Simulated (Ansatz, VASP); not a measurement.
# One calculation of NaF, two programs

```
CELL_PARAMETERS angstrom
0.00000 2.35098 2.35098
2.35098 0.00000 2.35098
2.35098 2.35098 0.00000
ATOMIC_POSITIONS crystal
Na 0.00000 0.00000 0.00000
F 0.50000 0.50000 0.50000
```

Alike in both runs: task relaxation of cell and atoms; functional PBE; k mesh 8 × 8 × 8; occupations gaussian, width 0.02 eV; no spin polarisation.

|  | VASP | Ansatz |
| --- | --- | --- |
| version | VASP 6.6.1 | Ansatz 0.2.0 |
| potentials or method | VASP PAW PBE potentials, release 64 (Na_pv, F), cutoff 600 eV | scalar-relativistic, plane waves, PAW |
| valence electrons in the cell | 14 | 16 |

```tsv
	VASP	Ansatz	Ansatz less VASP
gap on the k mesh at the Fermi level, each at its own relaxed structure (eV)	6.09	6.08	-0.003
relaxed volume (Å³/atom)	12.96	12.99	+0.038
relaxed cell length with the largest relative difference (Å)	3.321	3.325	+0.0033
```

VASP's potentials hold 14 valence electrons a cell and Ansatz's 16, so a difference there can come from the potentials and not from the codes.
